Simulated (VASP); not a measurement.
Crystal: KF.

```
K F
1.0
     0.00000    2.93540    2.93540
     2.93540    0.00000    2.93540
     2.93540    2.93540    0.00000
K F
1 1
Cartesian
  0.0000 0.0000 0.0000
  1.4677 1.4677 1.4677
```

Base run:

| Item | Value |
| --- | --- |
| Program | VASP 6.6.1 |
| Functional | PBE |
| Potentials or basis | VASP PAW PBE potentials, release 64 (K_sv, F) |
| Cutoff | 520 eV |
| k mesh | 6 × 6 × 6 |
| Occupations | gaussian, width 0.01 eV |
| Spin | no spin polarisation |

Its results: band gap on the k mesh 5.16 eV, indirect (least direct gap 5.37 eV); pressure 0.9 GPa.

Task: The run is repeated on the same cell with these changes: functional from PBE to r2SCAN; further incar settings from ALGO = Normal; EDIFF = 1e-06; NBANDS = 15 to ALGO = Normal; EDIFF = 1e-07; NBANDS = 15. What comes out?

Result: Band gap on the k mesh 5.74 eV, indirect (least direct gap 5.95 eV); pressure 0.0 GPa.

Caveats: the PAW data sets were made with another functional, which shifts forces and pressure a little (some runs).

A k mesh can miss the band edges.
